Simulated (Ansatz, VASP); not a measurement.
One calculation of AlNi3, two programs

INCAR

```
ALGO = Fast
EDIFF = 1E-7
ENCUT = 520
GGA = PS
ISIF = 2
ISMEAR = 0
LASPH = T
LCHARG = T
LELF = T
LREAL = F
LVHAR = T
LWAVE = F
NBANDS = 24
NELM = 100
PREC = Accurate
SIGMA = 0.15
```

File KPOINTS:

```
k-points
0
Gamma
  14 14 14
```

POSCAR

```
AlNi3
1.0
    0.2064749408      2.8902913291      2.8902913291
    2.8902913291      0.2064749408      2.8902913291
    2.8902913291      2.8902913291      0.2064749408
Al Ni
1 3
Direct
    0.5000000000      0.5000000000      0.5000000000
    0.2500000000      0.2500000000      0.2500000000
    0.0000000000      0.0000000000      0.0000000000
    0.7500000000      0.7500000000      0.7500000000
```

Input for Ansatz:

```yaml
crystal:
  lattice:
    - [0.2064749408, 2.8902913291, 2.8902913291]
    - [2.8902913291, 0.2064749408, 2.8902913291]
    - [2.8902913291, 2.8902913291, 0.2064749408]
  atoms:
    - { symbol: Al, position: [0.5, 0.5, 0.5] }
    - { symbol: Ni, position: [0.25, 0.25, 0.25] }
    - { symbol: Ni, position: [0.0, 0.0, 0.0] }
    - { symbol: Ni, position: [0.75, 0.75, 0.75] }
basis:
  ecutwfc: 520.0
kpoints:
  mp_grid: { grid: [14, 14, 14] }
hamiltonian:
  xc: pbesol
  pseudopotentials: { kind: paw, azcp: { folder: soft_1 } }
scf:
  occupations: { method: gaussian, width: 0.15 }
output:
  forces: true
  stress: true
  eigenvalues: true
```

Alike in both runs: task single point; functional PBEsol; k mesh 14 × 14 × 14; occupations gaussian, width 0.15 eV; no spin polarisation.

|  | VASP | Ansatz |
| --- | --- | --- |
| version | VASP 6.6.1 | Ansatz 0.2.0 |
| potentials or method | VASP PAW PBE potentials, release 64 (Al, Ni), cutoff 520 eV | scalar-relativistic, plane waves, PAW |
| valence electrons in the cell | 33 | 57 |

Ansatz gave:

```
gap on the k mesh at the Fermi level (eV)                     : none
pressure (GPa)                                                : 5.9
traceless stress, the component that is largest in VASP (GPa) : -9.46
rms of the force components (eV/Å)                            : 0.044
```

**Question.** Estimate VASP's values.

**Answer.** gap on the k mesh at the Fermi level (eV): none; pressure (GPa): 6.0; traceless stress, the component that is largest in VASP (GPa): -9.38; rms of the force components (eV/Å): 0.040.

VASP's potentials were made for PBE, not for PBEsol, and Ansatz warns of the same on its side. Atom by atom the forces differ by 0.004 eV/Å (rms over components). A gap of «none» marks a metal or a gap that the smearing closes. VASP's potentials hold 33 valence electrons a cell and Ansatz's 57, so a difference there can come from the potentials and not from the codes.
